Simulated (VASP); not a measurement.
# TaN (P-6m2) in VASP: settings compared, part 2 of 2

VASP 6.6.1.

### 3 Single point, PBE

File INCAR:

```
SYSTEM = TaN
PREC = Accurate
ENCUT = 520
EDIFF = 1E-6
ISMEAR = -1
SIGMA = 0.05
LREAL = .False.
LASPH = .True.
NELM = 80
ALGO = Normal
ISIF = 2
LWAVE = .False.
LCHARG = .False.
GGA = PE
NBANDS = 15
```

File KPOINTS:

```
Automatic mesh
0
Gamma
  13 13 11
  0 0 0
```

File POSCAR:

```
TaN
1.0
    2.9399421781      0.0000000000      0.0000000000
   -1.4699710891      2.5460646119      0.0000000000
    0.0000000000      0.0000000000      2.8901750800
Ta N
1 1
Direct
    0.0000000000      0.0000000000      0.5000000000
    0.6666666667      0.3333333333      0.0000000000
```

Potentials or basis: VASP PAW PBE potentials, release 64 (Ta_pv, N).

Started as:

```sh
$ cat potpaw_PBE.64/Ta_pv/POTCAR potpaw_PBE.64/N/POTCAR > POTCAR
$ mpirun -np 1 vasp_std > vasp.out
```

OUTCAR:

```text
SYSTEM = TaN
   PREC = Accurate
   ENCUT = 520
   EDIFF = 1E-6
   ISMEAR = -1
   LREAL = .False.
   LASPH = .True.
   NELM = 80
   ISIF = 2
   GGA = PE

 ion  position               nearest neighbor table
   1  0.000  0.000  0.500-   2 2.23   2 2.23   2 2.23   2 2.23   2 2.23   2 2.23
   2  0.667  0.333  0.000-   1 2.23   1 2.23   1 2.23   1 2.23   1 2.23   1 2.23

  LATTYP: Found a hexagonal cell.
 ALAT       =     2.9399421781
 C/A-ratio  =     0.9830720827

  Lattice vectors:

 A1 = (   2.9399421781,   0.0000000000,   0.0000000000)
 A2 = (  -1.4699710891,   2.5460646119,   0.0000000000)
 A3 = (   0.0000000000,   0.0000000000,   2.8901750800)

Analysis of symmetry for initial positions (statically):
=====================================================================
 Subroutine PRICEL returns:
 Original cell was already a primitive cell.

 Routine SETGRP: Setting up the symmetry group for a
 hexagonal supercell.

 Subroutine GETGRP returns: Found 12 space group operations
 (whereof 12 operations were pure point group operations)
 out of a pool of 24 trial point group operations.

The static configuration has the point symmetry D_3h.

Analysis of symmetry for dynamics (positions and initial velocities):
=====================================================================
 Subroutine PRICEL returns:
 Original cell was already a primitive cell.

 Routine SETGRP: Setting up the symmetry group for a
 hexagonal supercell.

 Subroutine GETGRP returns: Found 12 space group operations
 (whereof 12 operations were pure point group operations)
 out of a pool of 24 trial point group operations.

The dynamic configuration has the point symmetry D_3h.

 Subroutine INISYM returns: Found 12 space group operations
 (whereof 12 operations are pure point group operations),
 and found     1 'primitive' translations

----------------------------------------------------------------------------------------

                                     Primitive cell
[... 120 lines left out ...]
   LEPSILON=     F    determine dielectric tensor
   LRPA    =     F    only Hartree local field effects (RPA)
 non-spin polarized calculation
  energy-cutoff  :      520.00
  volume of cell :       21.63
 maximum number of plane-waves:       611
 NGX is ok and might be reduce to    24
   NGX = 11   NGY = 11   NGZ = 11

 number of electron      16.0000001 magnetization

 Free energy of the ion-electron system (eV)
  ---------------------------------------------------
  ext. energy  EPLUGINS =         0.00000000
  ---------------------------------------------------
  free energy    TOTEN  =       -22.44286613 eV

  energy without entropy =      -22.44226127  energy(sigma->0) =      -22.44256370

 E-fermi :   8.2338     XC(G=0): -13.3252

 val. band max:        8.2156763414   @ k =   0.0000   0.0000   0.2727
 cond. band min:       8.3190040543   @ k =   0.0000   0.0000   0.3636
 fundamental gap:      0.1033277129
 Fermi energy:         8.2338434692

 k-point     1 :       0.0000    0.0000    0.0000
  band No.  band energies     occupation
      1     -26.6502      2.00000
      2     -26.3821      2.00000
      3     -26.3821      2.00000
      4      -9.5358      2.00000
      5       3.6811      2.00000
      6       3.6811      2.00000
      7       4.0183      2.00000
      8       5.2803      2.00000
      9      10.4118      0.00000
     10      11.7707      0.00000
     11      11.7707      0.00000
     12      12.1926      0.00000
     13      12.1926      0.00000
     14      21.2870      0.00000
[... 401 lines left out ...]
      2     -26.6067      2.00000
      3     -26.4264      2.00000
      4      -8.9314      2.00000
      5       2.5843      2.00000
      6       3.6345      2.00000
      7       4.0418      2.00000
      8       5.4972      2.00000
      9      10.6671      0.00000
     10      10.7963      0.00000
     11      11.9106      0.00000
     12      12.8990      0.00000
     13      13.1608      0.00000
     14      21.1782      0.00000
     15      21.5834      0.00000

 [... further k-points ...]

------------------------ aborting loop because EDIFF is reached ----------------------------------------

  FORCE on cell =-STRESS in cart. coord.  units (eV):
  Direction    XX          YY          ZZ          XY          YZ          ZX
  --------------------------------------------------------------------------------------
  -------------------------------------------------------------------------------------
  Total        0.5366218      0.5366218      0.5405359     -0.0000000      0.0000000      0.0000000
  in kB       39.7417110     39.7417110     40.0315828     -0.0000000      0.0000000      0.0000000
  external PRESSURE =      39.8383349 kB  Pullay stress =       0.0000000 kB

 VOLUME and BASIS-vectors are now :
 -----------------------------------------------------------------------------
  energy-cutoff  :      520.00
  volume of cell :       21.63
      direct lattice vectors                 reciprocal lattice vectors
     2.939942178  0.000000000  0.000000000     0.340142744  0.196381505  0.000000000
    -1.469971089  2.546064612  0.000000000     0.000000000  0.392763010  0.000000000
     0.000000000  0.000000000  2.890175080     0.000000000  0.000000000  0.345999800

 POSITION                                       TOTAL-FORCE (eV/Angst)
 -----------------------------------------------------------------------------------
      0.00000      0.00000      1.44509        -0.000000      0.000000      0.000000
      1.46997      0.84869      0.00000         0.000000      0.000000      0.000000
 -----------------------------------------------------------------------------------
    total drift:                               -0.000000      0.000000      0.000000

  FREE ENERGIE OF THE ION-ELECTRON SYSTEM (eV)
  ---------------------------------------------------
  free  energy   TOTEN  =       -22.4428661287 eV

  energy  without entropy=      -22.4422612738  energy(sigma->0) =      -22.44256370
```

OSZICAR:

```text
N       E                     dE             d eps       ncg     rms          rms(c)
DAV:   1     0.933110768029E+02    0.93311E+02   -0.88724E+03  3804   0.112E+03
DAV:   2    -0.219819358301E+02   -0.11529E+03   -0.10931E+03  4536   0.304E+02
DAV:   3    -0.249742333308E+02   -0.29923E+01   -0.29786E+01  4256   0.475E+01
DAV:   4    -0.249867782836E+02   -0.12545E-01   -0.12542E-01  4963   0.334E+00
DAV:   5    -0.249868487702E+02   -0.70487E-04   -0.70486E-04  4333   0.238E-01    0.233E+01
DAV:   6    -0.225286151750E+02    0.24582E+01   -0.40553E+00  4831   0.237E+01    0.979E+00
DAV:   7    -0.224712878622E+02    0.57327E-01   -0.59255E-01  4186   0.617E+00    0.692E+00
DAV:   8    -0.224513373282E+02    0.19951E-01   -0.15944E-01  4697   0.342E+00    0.168E+00
DAV:   9    -0.224428715290E+02    0.84658E-02   -0.17116E-02  4137   0.110E+00    0.180E-01
DAV:  10    -0.224429314047E+02   -0.59876E-04   -0.11873E-03  4592   0.382E-01    0.990E-02
DAV:  11    -0.224428664878E+02    0.64917E-04   -0.85930E-05  4375   0.958E-02    0.144E-02
DAV:  12    -0.224428661434E+02    0.34439E-06   -0.10912E-05  4249   0.299E-02    0.353E-03
DAV:  13    -0.224428661287E+02    0.14767E-07   -0.10757E-07  2107   0.322E-03
   1 F= -.22442866E+02 E0= -.22442564E+02  d E =-.604855E-03
```

stdout:

```text
POSCAR found type information on POSCAR TaN
 POSCAR found :  2 types and       2 ions
 scaLAPACK will be used
 LDA part: xc-table for (Slater+PW92), standard interpolation
 POSCAR, INCAR and KPOINTS ok, starting setup
 FFT: planning ... GRIDC
 FFT: planning ... GRID_SOFT
 FFT: planning ... GRID
 WAVECAR not read
 entering main loop
```

Run time: 18 s. Hardware: 1 thread of Intel Xeon 6975P-C, shared host; peak memory 0.17 GiB.

What came out:

| Quantity | Value |
| --- | --- |
| Free energy | -22.4429 eV |
| Pressure | 4.0 GPa |
| Band gap on the k mesh | zero (band 8 reaches 8.32 eV, above the bottom of band 9 at 8.14 eV) |

Levels at points of the mesh, in eV from the Fermi level:
| k point | band 6 | band 7 | band 8 | band 9 | band 10 | band 11 |
| --- | --- | --- | --- | --- | --- | --- |
| (0.00, 0.00, 0.00) | -4.55 | -4.22 | -2.95 | 2.18 | 3.54 | 3.54 |

Caveat: spin-orbit coupling is left out, which moves the levels of the heavy elements.

### 4 Single point, LDA (functional lda, volume scaled by 1.04)

File INCAR:

```
SYSTEM = TaN
PREC = Accurate ; ENCUT = 520
EDIFF = 1E-6 ; ISMEAR = -1
SIGMA = 0.05 ; LREAL = .FALSE.
LASPH = .TRUE. ; NELM = 60
ALGO = Normal ; ISIF = 2
LWAVE = .FALSE. ; LCHARG = .FALSE.
NBANDS = 15
```

File KPOINTS:

```
Automatic mesh
0
G
  13 13 11
  0 0 0
```

File POSCAR:

```
TaN
1.0
    2.9786300644      0.0000000000      0.0000000000
   -1.4893150322      2.5795693043      0.0000000000
    0.0000000000      0.0000000000      2.9282080610
Ta N
1 1
Direct
    0.0000000000      0.0000000000      0.5000000000
    0.6666666667      0.3333333333      0.0000000000
```

Potentials or basis: VASP PAW LDA potentials, release 64 (Ta_pv, N).

Started as:

```sh
$ cat potpaw_LDA.64/Ta_pv/POTCAR potpaw_LDA.64/N/POTCAR > POTCAR
$ mpirun -np 1 vasp_std > vasp.out
```

It took 15 s on 1 thread of Intel Xeon 6975P-C, shared host; peak memory 0.16 GiB.

It converged, with:

```
Free energy            : -24.6020 eV
Pressure               : -23.0 GPa
Band gap on the k mesh : zero (band 8 reaches 7.72 eV, above the bottom of band 9 at 7.56 eV)
```

Stress tensor (GPa, compression positive):
```
-21.73   0.00   0.00
  0.00 -21.73   0.00
  0.00   0.00 -25.66
```

Levels at points of the mesh, in eV from the Fermi level:
```tsv
k point	band 4	band 5	band 6	band 7	band 8	band 9	band 10	band 11	band 12	band 13
(0.00, 0.00, 0.00)	-17.21	-4.35	-4.35	-4.01	-2.83	2.05	3.37	3.37	3.68	3.68
```

Caveat: spin-orbit coupling is left out, which moves the levels of the heavy elements.

### 5 Single point, PBE, non-collinear spin, zero start, spin-orbit coupling

File INCAR:

```
PREC     = Accurate       # precision mode
ENCUT    = 520            # plane-wave cutoff, eV
EDIFF    = 1E-7           # SCF threshold, eV
ISMEAR   = -1             # smearing method
SIGMA    = 0.05           # smearing width, eV
LREAL    = F              # projectors in reciprocal space
LASPH    = T              # aspherical terms in the spheres
NELM     = 150            # most SCF steps
ALGO     = Normal         # electronic algorithm
ISIF     = 2              # what is computed and relaxed
LWAVE    = F              # write WAVECAR
LCHARG   = F              # write CHGCAR
MAGMOM   = 0 0 0 0 0 0    # initial moments
LORBIT   = 11             # projections on sites
LSORBIT  = T              # spin-orbit coupling
GGA_COMPAT= F            
LORBMOM  = T            
LMAXMIX  = 4              # l up to which the mixer works
GGA      = PE             # functional
NBANDS   = 28             # bands
```

File KPOINTS:

```
Automatic mesh
0
Gamma
  13 13 11
```

File POSCAR:

```
TaN
1.0
    2.9399421781      0.0000000000      0.0000000000
   -1.4699710891      2.5460646119      0.0000000000
    0.0000000000      0.0000000000      2.8901750800
Ta N
1 1
Direct
    0.0000000000      0.0000000000      0.5000000000
    0.6666666667      0.3333333333      0.0000000000
```

Potentials or basis: VASP PAW PBE potentials, release 64 (Ta_pv, N).

Started as:

```sh
$ cat potpaw_PBE.64/Ta_pv/POTCAR potpaw_PBE.64/N/POTCAR > POTCAR
$ mpirun -np 1 vasp_ncl > vasp.out
```

OUTCAR:

```text
PREC = Accurate
   ENCUT = 520
   EDIFF = 1E-7
   ISMEAR = -1
   LREAL = F
   LASPH = T
   NELM = 150
   ISIF = 2
   LORBIT = 11
   LSORBIT = T
   GGA = PE

 ion  position               nearest neighbor table
   1  0.000  0.000  0.500-   2 2.23   2 2.23   2 2.23   2 2.23   2 2.23   2 2.23
   2  0.667  0.333  0.000-   1 2.23   1 2.23   1 2.23   1 2.23   1 2.23   1 2.23

  LATTYP: Found a hexagonal cell.
 ALAT       =     2.9399421781
 C/A-ratio  =     0.9830720827

  Lattice vectors:

 A1 = (   2.9399421781,   0.0000000000,   0.0000000000)
 A2 = (  -1.4699710891,   2.5460646119,   0.0000000000)
 A3 = (   0.0000000000,   0.0000000000,   2.8901750800)

Analysis of symmetry for initial positions (statically):
=====================================================================
 Subroutine PRICEL returns:
 Original cell was already a primitive cell.

 Routine SETGRP: Setting up the symmetry group for a
 hexagonal supercell.

 Subroutine GETGRP returns: Found 12 space group operations
 (whereof 12 operations were pure point group operations)
 out of a pool of 24 trial point group operations.

The static configuration has the point symmetry D_3h.

Analysis of symmetry for dynamics (positions and initial velocities):
=====================================================================
 Subroutine PRICEL returns:
 Original cell was already a primitive cell.

 Routine SETGRP: Setting up the symmetry group for a
 hexagonal supercell.

 Subroutine GETGRP returns: Found 12 space group operations
 (whereof 12 operations were pure point group operations)
 out of a pool of 24 trial point group operations.

The dynamic configuration has the point symmetry D_3h.

Analysis of structural, dynamic, and magnetic symmetry:
=====================================================================
 Subroutine PRICEL returns:
 Original cell was already a primitive cell.

 Routine SETGRP: Setting up the symmetry group for a
 hexagonal supercell.

[... 953 lines left out ...]
 # of ion     p       d       tot
 ----------------------------------------
  1         0.000   0.000   0.000
  2         0.000   0.000   0.000
 ----------------------------------------
            0.000   0.000   0.000

 orbital moment (z)

 # of ion     p       d       tot
 ----------------------------------------
  1         0.000   0.000   0.000
  2         0.000   0.000   0.000
 ----------------------------------------
            0.000   0.000   0.000

 Spin-Orbit-Coupling matrix elements

 Ion:    1  E_soc:     -1.3197654
 l=   1
     0.0000000    -0.2024163    -0.2054214
    -0.2024163     0.0000000    -0.2024163
    -0.2054214    -0.2024163     0.0000000
 l=   2
     0.0000000    -0.0029525     0.0000000    -0.0029525    -0.0181480
    -0.0029525     0.0000000    -0.0089414    -0.0017878    -0.0029525
     0.0000000    -0.0089414     0.0000000    -0.0089414     0.0000000
    -0.0029525    -0.0017878    -0.0089414     0.0000000    -0.0029525
    -0.0181480    -0.0029525     0.0000000    -0.0029525     0.0000000
 l=   3
     0.0000000     0.0000000     0.0000000     0.0000000     0.0000000     0.0000000     0.0000000
     0.0000000     0.0000000     0.0000000     0.0000000     0.0000000     0.0000000     0.0000000
     0.0000000     0.0000000     0.0000000     0.0000000     0.0000000     0.0000000     0.0000000
     0.0000000     0.0000000     0.0000000     0.0000000     0.0000000     0.0000000     0.0000000
     0.0000000     0.0000000     0.0000000     0.0000000     0.0000000     0.0000000     0.0000000
     0.0000000     0.0000000     0.0000000     0.0000000     0.0000000     0.0000000     0.0000000
     0.0000000     0.0000000     0.0000000     0.0000000     0.0000000     0.0000000     0.0000000

 Ion:    2  E_soc:     -0.0004788
 l=   1
     0.0000000    -0.0000807    -0.0000781
    -0.0000807     0.0000000    -0.0000807
    -0.0000781    -0.0000807     0.0000000
 l=   2
     0.0000000     0.0000000     0.0000000     0.0000000     0.0000000
     0.0000000     0.0000000     0.0000000     0.0000000     0.0000000
     0.0000000     0.0000000     0.0000000     0.0000000     0.0000000
     0.0000000     0.0000000     0.0000000     0.0000000     0.0000000
     0.0000000     0.0000000     0.0000000     0.0000000     0.0000000
 l=   3
     0.0000000     0.0000000     0.0000000     0.0000000     0.0000000     0.0000000     0.0000000
     0.0000000     0.0000000     0.0000000     0.0000000     0.0000000     0.0000000     0.0000000
     0.0000000     0.0000000     0.0000000     0.0000000     0.0000000     0.0000000     0.0000000
     0.0000000     0.0000000     0.0000000     0.0000000     0.0000000     0.0000000     0.0000000
     0.0000000     0.0000000     0.0000000     0.0000000     0.0000000     0.0000000     0.0000000
     0.0000000     0.0000000     0.0000000     0.0000000     0.0000000     0.0000000     0.0000000
     0.0000000     0.0000000     0.0000000     0.0000000     0.0000000     0.0000000     0.0000000

 total charge

# of ion       s       p       d       tot
------------------------------------------
    1        0.304   6.263   2.431   8.998
    2        1.230   2.502   0.000   3.732
--------------------------------------------------
tot          1.533   8.765   2.431  12.730

 magnetization (x)

# of ion       s       p       d       tot
------------------------------------------
    1        0.000   0.000  -0.000  -0.000
    2        0.000  -0.000   0.000   0.000
--------------------------------------------------
tot          0.000  -0.000  -0.000  -0.000

 magnetization (y)

# of ion       s       p       d       tot
------------------------------------------
    1        0.000   0.000   0.000   0.000
    2        0.000   0.000   0.000   0.000
--------------------------------------------------
tot          0.000   0.000   0.000   0.000

 magnetization (z)

# of ion       s       p       d       tot
------------------------------------------
    1       -0.000  -0.000   0.000  -0.000
    2       -0.000  -0.000   0.000  -0.000
--------------------------------------------------
tot         -0.000  -0.000   0.000  -0.000
```

OSZICAR:

```text
N       E                     dE             d eps       ncg     rms          rms(c)
DAV:   1     0.137021855948E+03    0.13702E+03   -0.84412E+03 11760   0.121E+03
DAV:   2    -0.182526370735E+02   -0.15527E+03   -0.14651E+03 13736   0.375E+02
DAV:   3    -0.256043088847E+02   -0.73517E+01   -0.72305E+01 14052   0.791E+01
DAV:   4    -0.256717281529E+02   -0.67419E-01   -0.67325E-01 13060   0.803E+00
DAV:   5    -0.256721845019E+02   -0.45635E-03   -0.45632E-03 13504   0.636E-01    0.234E+01
DAV:   6    -0.232176460757E+02    0.24545E+01   -0.45065E+00 13408   0.258E+01    0.974E+00
DAV:   7    -0.231409342284E+02    0.76712E-01   -0.46732E-01 12448   0.714E+00    0.696E+00
DAV:   8    -0.231173863268E+02    0.23548E-01   -0.15014E-01 13244   0.368E+00    0.162E+00
DAV:   9    -0.231108071460E+02    0.65792E-02   -0.12052E-02 13220   0.101E+00    0.251E-01
DAV:  10    -0.231106758935E+02    0.13125E-03   -0.97638E-04 14064   0.295E-01    0.173E-01
DAV:  11    -0.231106921579E+02   -0.16264E-04   -0.13090E-04 13476   0.146E-01    0.440E-02
DAV:  12    -0.231106859984E+02    0.61595E-05   -0.87217E-06 13992   0.342E-02    0.107E-02
DAV:  13    -0.231106859328E+02    0.65581E-07   -0.81349E-07 13464   0.897E-03
   1 F= -.23110686E+02 E0= -.23110442E+02  d E =-.486873E-03  mag=    -0.0000    -0.0000     0.0000
```

Run time: 2.8 min. Hardware: 1 thread of Intel Xeon 6975P-C, shared host; peak memory 0.34 GiB.

Results:

```
Free energy                                           : -23.1107 eV
Pressure                                              : 4.4 GPa
Net moment                                            : 0.00 μB per cell
Valence electrons inside the program's atomic spheres : Ta 9.00; N 3.73
```

Moments on the atoms (μB; x, y, z):
```
Ta  0.00 0.00 0.00
N   0.00 0.00 0.00
```

### 6 Overview

```tsv
level	potentials or basis	spin	cell	gap on the mesh (eV)	pressure (GPa)
PBEsol	VASP PAW PBE potentials, release 64 (Ta_pv, N)	off	a = 2.940, b = 2.940, c = 2.890 Å, angles 90.0, 90.0, 120.0°, 2 atoms	none	-5.4
PBE	VASP PAW PBE potentials, release 64 (Ta_pv, N)	off	a = 2.940, b = 2.940, c = 2.890 Å, angles 90.0, 90.0, 120.0°, 2 atoms	none	4.0
LDA	VASP PAW LDA potentials, release 64 (Ta_pv, N)	off	a = 2.979, b = 2.979, c = 2.928 Å, angles 90.0, 90.0, 120.0°, 2 atoms	none	-23.0
PBE	VASP PAW PBE potentials, release 64 (Ta_pv, N)	non-collinear, zero start, SOC	a = 2.940, b = 2.940, c = 2.890 Å, angles 90.0, 90.0, 120.0°, 2 atoms	-	4.4
```

Alike in all rows: task single point; k mesh 13 × 13 × 11; cutoff (eV) 520; smearing fermi-dirac 0.05 eV.

Caveats: spin-orbit coupling is left out, which moves the levels of the heavy elements (some runs); the PAW data sets were made with another functional, which shifts forces and pressure a little (some runs).

Absolute energies hang on the potentials; compare differences alone.
